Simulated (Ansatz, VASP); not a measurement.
## Two plane-wave programs on HfH3

INCAR

```
SYSTEM = HfH3
PREC = Accurate ; ENCUT = 520
EDIFF = 1E-6 ; ISMEAR = 0
SIGMA = 0.05 ; LREAL = .FALSE.
LASPH = .TRUE. ; NELM = 60
ALGO = Normal ; ISIF = 2
LWAVE = .FALSE. ; LCHARG = .FALSE.
NBANDS = 14
```

Contents of KPOINTS:

```
Automatic mesh
0
G
  18 18 18
  0 0 0
```

POSCAR

```
HfH3
1.0
   -1.5265120000      1.5265120000      3.0340320000
    1.5265120000     -1.5265120000      3.0340320000
    1.5265120000      1.5265120000     -3.0340320000
Hf H
1 3
Direct
    0.0000000000      0.0000000000      0.0000000000
    0.7500000000      0.2500000000      0.5000000000
    0.2500000000      0.7500000000      0.5000000000
    0.5000000000      0.5000000000      0.0000000000
```

Input for Ansatz:

```yaml
crystal:
  lattice:
    - [-1.526512, 1.526512, 3.034032]
    - [1.526512, -1.526512, 3.034032]
    - [1.526512, 1.526512, -3.034032]
  atoms:
    - { symbol: Hf, position: [0.0, 0.0, 0.0] }
    - { symbol: H, position: [0.75, 0.25, 0.5] }
    - { symbol: H, position: [0.25, 0.75, 0.5] }
    - { symbol: H, position: [0.5, 0.5, 0.0] }
basis:
  ecutwfc: 420
kpoints:
  mp_grid: { grid: [18, 18, 18] }
hamiltonian:
  xc: lda
scf:
  occupations: { method: gaussian, width: 0.05 }
output:
  forces: true
  eigenvalues: true
  eigenstates:
    nscf_kmesh: { grid: [24, 24, 24] }
    top_band: c6
    de_dk: true
    localisation: true
  stress: true
checkpoint:
  write: ck
  compress: false
  write_wavefunctions: false
  write_every: 100000
```

Alike in both runs: task single point; functional LDA; k mesh 18 × 18 × 18; occupations gaussian, width 0.05 eV; no spin polarisation.

|  | VASP | Ansatz |
| --- | --- | --- |
| version | VASP 6.6.1 | Ansatz 0.2.0 |
| potentials or method | VASP PAW LDA potentials, release 64 (Hf_pv, H), cutoff 520 eV | scalar-relativistic, plane waves, PAW |
| valence electrons in the cell | 13 | 29 |

```tsv
	VASP	Ansatz	Ansatz less VASP
pressure (GPa)	-7.9	-7.4	+0.54
traceless stress, the component that is largest in VASP (GPa)	-2.14	-2.05	+0.093
```

LDA's correlation is that of Perdew and Zunger in VASP and of Perdew and Wang (1992) in Ansatz. VASP's potentials hold 13 valence electrons a cell and Ansatz's 29, so a difference there can come from the potentials and not from the codes.

Spin-orbit coupling is off throughout.
